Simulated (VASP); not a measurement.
# TePb (Fm-3m) in VASP: a series of runs

Runs on TePb. Level: LDA. Tasks: single point.

Everything below comes from runs of VASP 6.6.1. Logs are shortened: lines on timing, memory, paths and dates and some standing lists are left out, and cuts for length are marked.

## (1) The cell of the first run

The structure is cubic, space group Fm-3m (No. 225). Conventional cell: a = 5.979 Å, b = 5.979 Å, c = 5.979 Å, α = 90.00°, β = 90.00°, γ = 90.00°. Te (site symmetry m-3m) has 6 Pb at 2.99 Å within 3.9 Å. Pb (site symmetry m-3m) has 6 Te at 2.99 Å within 3.9 Å.

## (2) Single point, LDA

Input file INCAR:

```
SYSTEM = TePb
PREC = Accurate
ENCUT = 500
EDIFF = 1E-6
ISMEAR = 0
SIGMA = 0.01
LREAL = .False.
LASPH = .True.
NELM = 120
ALGO = Normal
ISIF = 2
LWAVE = .False.
LCHARG = .True.
GGA = CA
LELF = .True.
LVHAR = .True.
NBANDS = 17
GGA_COMPAT = .False.
```

Input file KPOINTS:

```
regular mesh
0
Gamma
  6 6 6
  0 0 0
```

Input file POSCAR:

```
TePb
1.0
    2.9897428469      2.9897428469      0.0000000000
   -2.9897428469      2.9897428469      0.0000000000
    0.0000000000      2.9897428469      2.9897428469
Te Pb
1 1
Direct
    0.5000000000      0.5000000000      0.0000000000
    0.0000000000      0.0000000000      0.0000000000
```

Potentials or basis: VASP PAW LDA potentials, release 64 (Te, Pb_d).

Run with:

```sh
$ cat potpaw_LDA.64/Te/POTCAR potpaw_LDA.64/Pb_d/POTCAR > POTCAR
$ mpirun -np 1 vasp_std > vasp.out
```

OUTCAR:

```text
SYSTEM = TePb
   PREC = Accurate
   ENCUT = 500
   EDIFF = 1E-6
   ISMEAR = 0
   LREAL = .False.
   LASPH = .True.
   NELM = 120
   ISIF = 2
   GGA = CA

 ion  position               nearest neighbor table
   1  0.500  0.500  0.000-   2 2.99   2 2.99   2 2.99   2 2.99   2 2.99   2 2.99
   2  0.000  0.000  0.000-   1 2.99   1 2.99   1 2.99   1 2.99   1 2.99   1 2.99

  LATTYP: Found a face centered cubic cell.
 ALAT       =     5.9794856938

  Lattice vectors:

 A1 = (   0.0000000000,   2.9897428469,   2.9897428469)
 A2 = (   2.9897428469,   0.0000000000,   2.9897428469)
 A3 = (   2.9897428469,   2.9897428469,   0.0000000000)

Analysis of symmetry for initial positions (statically):
=====================================================================
 Subroutine PRICEL returns:
 Original cell was already a primitive cell.

 Routine SETGRP: Setting up the symmetry group for a
 face centered cubic supercell.

 Subroutine GETGRP returns: Found 48 space group operations
 (whereof 48 operations were pure point group operations)
 out of a pool of 48 trial point group operations.

The static configuration has the point symmetry O_h .

Analysis of symmetry for dynamics (positions and initial velocities):
=====================================================================
 Subroutine PRICEL returns:
 Original cell was already a primitive cell.

 Routine SETGRP: Setting up the symmetry group for a
 face centered cubic supercell.

 Subroutine GETGRP returns: Found 48 space group operations
 (whereof 48 operations were pure point group operations)
 out of a pool of 48 trial point group operations.

The dynamic configuration has the point symmetry O_h .

 Subroutine INISYM returns: Found 48 space group operations
 (whereof 48 operations are pure point group operations),
 and found     1 'primitive' translations

----------------------------------------------------------------------------------------

                                     Primitive cell

  volume of cell :      53.4480

  direct lattice vectors                    reciprocal lattice vectors
     2.989742847  2.989742847  0.000000000     0.167238464  0.167238464 -0.167238464
    -2.989742847  2.989742847  0.000000000    -0.167238464  0.167238464 -0.167238464
     0.000000000  2.989742847  2.989742847     0.000000000  0.000000000  0.334476927

  length of vectors
     4.228134882  4.228134882  4.228134882     0.289665516  0.289665516  0.334476927

  position of ions in fractional coordinates (direct lattice)
     0.500000000  0.500000000  0.000000000
     0.000000000  0.000000000  0.000000000

  ion indices of the primitive-cell ions
[... 66 lines left out ...]
   EDIFF  = 0.1E-05   stopping-criterion for ELM
   LREAL  =      F    real-space projection
   EDIFFG = 0.1E-04   stopping-criterion for IOM
   NSW    =      0    number of steps for IOM
   IBRION =     -1    ionic relax: 0-MD 1-quasi-New 2-CG
   NFREE  =      0    steps in history (QN), initial steepest desc. (CG)
   ISIF   =      2    stress and relaxation
   ISYM   =      2    0-nonsym 1-usesym 2-fastsym
   POTIM  = 0.5000    time-step for ionic-motion
   TEBEG  =    0.0;   TEEND  =   0.0 temperature during run
   PSTRESS=    0.0 pullay stress
   NELECT =      20.0000    total number of electrons
   NUPDOWN=      -1.0000    fix difference up-down
   EMIN   =  10.00;   EMAX   =-10.00  energy-range for DOS
   EFERMI =   0.00;   METHOD = LEGACY
   ISMEAR =     0;   SIGMA  =   0.01  broadening in eV -4-tet -1-fermi 0-gaus
   EFERMI_NEDOS =   21; number of points for ismear=-14 and -15
   IALGO  =     38    algorithm
   IMIX   =      4    mixing-type and parameters
     AMIX     =   0.40;   BMIX     =  1.00
     AMIX_MAG =   1.60;   BMIX_MAG =  1.00
  volume/ion in A,a.u.               =      26.72       180.34
  Fermi-wavevector in a.u.,A,eV,Ry     =   1.179707  2.229324 18.935360  1.391710
  Thomas-Fermi vector in A             =   2.316013
   LORBIT       =      0    0 simple, 1 ext, 2 COOP (PROOUT), +10 PAW based schemes
   GGA     = CA    functional components
   LHFCALC =     F    Hartree Fock is set to
   AEXX    =    0.0000 exact exchange contribution
   IVDW    =     0    specifies the selected vdW correction
   LEPSILON=     F    determine dielectric tensor
   LRPA    =     F    only Hartree local field effects (RPA)
 non-spin polarized calculation
 Gauss-broadening in eV      SIGMA  =   0.01
  energy-cutoff  :      500.00
  volume of cell :       53.45
 maximum number of plane-waves:      1380
   NGX = 15   NGY = 15   NGZ = 15

 number of electron      20.0000001 magnetization

 Free energy of the ion-electron system (eV)
  ---------------------------------------------------
  ext. energy  EPLUGINS =         0.00000000
  ---------------------------------------------------
  free energy    TOTEN  =        -8.31367417 eV

  energy without entropy =       -8.31350390  energy(sigma->0) =       -8.31358904

 E-fermi :   8.9738     XC(G=0): -10.6362

 val. band max:        8.9692250548   @ k =   0.5000   0.0000   0.0000
 cond. band min:       8.9782755604   @ k =   0.5000   0.0000   0.0000
 fundamental gap:      0.0090505057
 Fermi energy:         8.9737503076

 k-point     1 :       0.0000    0.0000    0.0000
  band No.  band energies     occupation
      1      -8.4592      2.00000
      2      -8.4592      2.00000
      3      -8.4213      2.00000
      4      -8.4213      2.00000
      5      -8.4213      2.00000
      6      -5.4629      2.00000
[... 297 lines left out ...]
      4      -8.3802      2.00000
      5      -8.3540      2.00000
      6      -2.5411      2.00000
[... 9 lines left out ...]
     16      20.3408      0.00000
     17      20.3858      0.00000

------------------------ aborting loop because EDIFF is reached ----------------------------------------

  FORCE on cell =-STRESS in cart. coord.  units (eV):
  Direction    XX          YY          ZZ          XY          YZ          ZX
  --------------------------------------------------------------------------------------
  -------------------------------------------------------------------------------------
  Total        4.9723191      4.9723191      4.9723191      0.0000000     -0.0000000      0.0000000
  in kB      149.0520917    149.0520917    149.0520917      0.0000000     -0.0000000      0.0000000
  external PRESSURE =     149.0520917 kB  Pullay stress =       0.0000000 kB

 VOLUME and BASIS-vectors are now :
 -----------------------------------------------------------------------------
  energy-cutoff  :      500.00
  volume of cell :       53.45
      direct lattice vectors                 reciprocal lattice vectors
     2.989742847  2.989742847  0.000000000     0.167238464  0.167238464 -0.167238464
    -2.989742847  2.989742847  0.000000000    -0.167238464  0.167238464 -0.167238464
     0.000000000  2.989742847  2.989742847     0.000000000  0.000000000  0.334476927

 POSITION                                       TOTAL-FORCE (eV/Angst)
 -----------------------------------------------------------------------------------
      0.00000      2.98974      0.00000        -0.000000      0.000000      0.000000
      0.00000      0.00000      0.00000         0.000000     -0.000000      0.000000
 -----------------------------------------------------------------------------------
    total drift:                                0.000000     -0.000000     -0.000000

  FREE ENERGIE OF THE ION-ELECTRON SYSTEM (eV)
  ---------------------------------------------------
  free  energy   TOTEN  =        -8.3136741681 eV

  energy  without entropy=       -8.3135039026  energy(sigma->0) =       -8.31358904
```

stdout:

```text
POSCAR found type information on POSCAR TePb
 POSCAR found :  2 types and       2 ions
 scaLAPACK will be used
 LDA part: xc-table for (Slater(with rela. corr.)+CA(PZ))
 , standard interpolation
 POSCAR, INCAR and KPOINTS ok, starting setup
 FFT: planning ... GRIDC
 FFT: planning ... GRID_SOFT
 FFT: planning ... GRID
 WAVECAR not read
 entering main loop
```

It took 8.6 s on 1 thread of Intel Xeon Platinum 8559C (Emerald Rapids), shared host; peak memory 0.15 GiB.

Results:

| Item | Value |
| --- | --- |
| Free energy | -8.3137 eV |
| Pressure | 14.9 GPa |
| Band gap on the k mesh | 0.01 eV |

Caveat: the cell stands under pressure; spin-orbit coupling is left out, which moves the levels of the heavy elements. A k mesh can miss the band edges.

## (3) Single point, LDA

This run uses another cell than the first one, of 28.08 Å³/atom.

Input file INCAR:

```
PREC     = Accurate       # precision mode
ENCUT    = 500            # plane-wave cutoff, eV
EDIFF    = 1E-6           # SCF threshold, eV
ISMEAR   = 0              # smearing method
SIGMA    = 0.01           # smearing width, eV
LREAL    = False          # projectors in reciprocal space
LASPH    = True           # aspherical terms in the spheres
NELM     = 120            # most SCF steps
ALGO     = Normal         # electronic algorithm
ISIF     = 2              # what is computed and relaxed
LWAVE    = False          # write WAVECAR
LCHARG   = False          # write CHGCAR
GGA      = CA             # functional
NBANDS   = 17             # bands
GGA_COMPAT= False
```

Input file KPOINTS:

```
Automatic mesh
0
Gamma
  6 6 6
```

Input file POSCAR:

```
TePb
1.0
    3.0393846325      3.0393846325      0.0000000000
   -3.0393846325      3.0393846325      0.0000000000
    0.0000000000      3.0393846325      3.0393846325
Te Pb
1 1
Direct
    0.5000000000      0.5000000000      0.0000000000
    0.0000000000      0.0000000000      0.0000000000
```

Potentials or basis: VASP PAW LDA potentials, release 64 (Te, Pb_d).

Run with:

```sh
$ cat potpaw_LDA.64/Te/POTCAR potpaw_LDA.64/Pb_d/POTCAR > POTCAR
$ mpirun -np 1 vasp_std > vasp.out
```

Wall time 6.6 s (1 thread of Intel Xeon Platinum 8559C (Emerald Rapids), shared host); peak memory 0.15 GiB.

The run converged. Its results:

| Item | Value |
| --- | --- |
| Free energy | -8.5266 eV |
| Pressure | 10.1 GPa |
| Band gap on the k mesh | 0.15 eV |

Levels at points of the mesh, in eV from the valence-band top:
| k point | band 6 | band 7 | band 8 | band 9 | band 10 | band 11 | band 12 | band 13 | band 14 | band 15 |
| --- | --- | --- | --- | --- | --- | --- | --- | --- | --- | --- |
| (0.00, 0.00, 0.00) | -13.87 | -5.23 | -2.20 | -2.20 | -2.20 | 4.05 | 4.05 | 4.05 | 5.23 | 5.23 |
| (0.50, 0.00, 0.00) | -11.89 | -9.91 | -1.56 | -1.56 | 0.00 | 0.15 | 0.58 | 0.58 | 8.44 | 9.01 |
| (0.50, 0.50, 0.00) | -11.38 | -7.80 | -6.20 | -4.07 | -4.07 | 2.30 | 5.98 | 5.98 | 7.61 | 10.42 |

Caveat: the cell stands under pressure; spin-orbit coupling is left out, which moves the levels of the heavy elements. A k mesh can miss the band edges.

## (4) Single point, LDA

This run uses another cell than the first one, of 30.31 Å³/atom.

Input file INCAR:

```
PREC = Accurate
ENCUT = 500
EDIFF = 1E-6
ISMEAR = 0
SIGMA = 0.01
LREAL = F
LASPH = T
NELM = 120
ALGO = Normal
ISIF = 2
LWAVE = F
LCHARG = F
GGA = CA
NBANDS = 17
GGA_COMPAT = F
```

KPOINTS is that of step 3.

Input file POSCAR:

```
TePb
1.0
    3.1180623660      3.1180623660      0.0000000000
   -3.1180623660      3.1180623660      0.0000000000
    0.0000000000      3.1180623660      3.1180623660
Te Pb
1 1
Direct
    0.5000000000      0.5000000000      0.0000000000
    0.0000000000      0.0000000000      0.0000000000
```

Potentials or basis: VASP PAW LDA potentials, release 64 (Te, Pb_d).

Run with:

```sh
$ cat potpaw_LDA.64/Te/POTCAR potpaw_LDA.64/Pb_d/POTCAR > POTCAR
$ mpirun -np 1 vasp_std > vasp.out
```

OUTCAR:

```text
PREC = Accurate
   ENCUT = 500
   EDIFF = 1E-6
   ISMEAR = 0
   LREAL = F
   LASPH = T
   NELM = 120
   ISIF = 2
   GGA = CA

 ion  position               nearest neighbor table
   1  0.500  0.500  0.000-   2 3.12   2 3.12   2 3.12   2 3.12   2 3.12   2 3.12
   2  0.000  0.000  0.000-   1 3.12   1 3.12   1 3.12   1 3.12   1 3.12   1 3.12

  LATTYP: Found a face centered cubic cell.
 ALAT       =     6.2361247320

  Lattice vectors:
[... 494 lines left out ...]
     16      17.9728      0.00000
     17      18.5203      0.00000

------------------------ aborting loop because EDIFF is reached ----------------------------------------

  FORCE on cell =-STRESS in cart. coord.  units (eV):
  Direction    XX          YY          ZZ          XY          YZ          ZX
  --------------------------------------------------------------------------------------
  -------------------------------------------------------------------------------------
  Total        1.5442808      1.5442808      1.5442808     -0.0000000      0.0000000     -0.0000000
  in kB       40.8086716     40.8086716     40.8086716     -0.0000000      0.0000000     -0.0000000
  external PRESSURE =      40.8086716 kB  Pullay stress =       0.0000000 kB

 VOLUME and BASIS-vectors are now :
 -----------------------------------------------------------------------------
  energy-cutoff  :      500.00
  volume of cell :       60.63
      direct lattice vectors                 reciprocal lattice vectors
     3.118062366  3.118062366  0.000000000     0.160355997  0.160355997 -0.160355997
    -3.118062366  3.118062366  0.000000000    -0.160355997  0.160355997 -0.160355997
     0.000000000  3.118062366  3.118062366     0.000000000  0.000000000  0.320711994

 POSITION                                       TOTAL-FORCE (eV/Angst)
 -----------------------------------------------------------------------------------
      0.00000      3.11806      0.00000        -0.000000     -0.000000      0.000000
      0.00000      0.00000      0.00000         0.000000      0.000000      0.000000
 -----------------------------------------------------------------------------------
    total drift:                                0.000000     -0.000000     -0.000000

  FREE ENERGIE OF THE ION-ELECTRON SYSTEM (eV)
  ---------------------------------------------------
  free  energy   TOTEN  =        -8.7214983506 eV

  energy  without entropy=       -8.7214983506  energy(sigma->0) =       -8.72149835
```

Run time: 6.6 s. Hardware: 1 thread of Intel Xeon Platinum 8559C (Emerald Rapids), shared host; peak memory 0.15 GiB.

What came out:

* Free energy: -8.7215 eV
* Pressure: 4.1 GPa
* Band gap on the k mesh: 0.38 eV

Levels at points of the mesh, in eV from the valence-band top:
| k point | band 6 | band 7 | band 8 | band 9 | band 10 | band 11 | band 12 | band 13 | band 14 | band 15 |
| --- | --- | --- | --- | --- | --- | --- | --- | --- | --- | --- |
| (0.00, 0.00, 0.00) | -13.05 | -5.42 | -1.81 | -1.81 | -1.81 | 4.05 | 4.05 | 4.05 | 5.49 | 5.49 |
| (0.50, 0.00, 0.00) | -11.31 | -9.31 | -1.25 | -1.25 | 0.00 | 0.38 | 0.88 | 0.88 | 8.39 | 9.13 |
| (0.50, 0.50, 0.00) | -10.93 | -7.59 | -5.45 | -3.50 | -3.50 | 2.73 | 5.74 | 5.74 | 7.20 | 10.29 |

Caveat: the cell stands under pressure; spin-orbit coupling is left out, which moves the levels of the heavy elements. A k mesh can miss the band edges.

## (5) Overview

```csv
cell,gap on the mesh (eV),pressure (GPa)
"a = 4.228 Å, angles 60.0, 60.0, 90.0°, 2 atoms",0.01,14.9
"a = 4.298 Å, angles 60.0, 60.0, 90.0°, 2 atoms",0.15,10.1
"a = 4.410 Å, angles 60.0, 60.0, 90.0°, 2 atoms",0.38,4.1
```

Alike in all rows: task single point; level LDA; potentials or basis VASP PAW LDA potentials, release 64 (Te, Pb_d); no spin polarisation; k mesh 6 × 6 × 6; cutoff (eV) 500; smearing gaussian 0.01 eV.

Caveats: the cell stands under pressure; spin-orbit coupling is left out, which moves the levels of the heavy elements.

Total energies depend on the potentials used, so only differences within one code and one set of settings carry meaning.
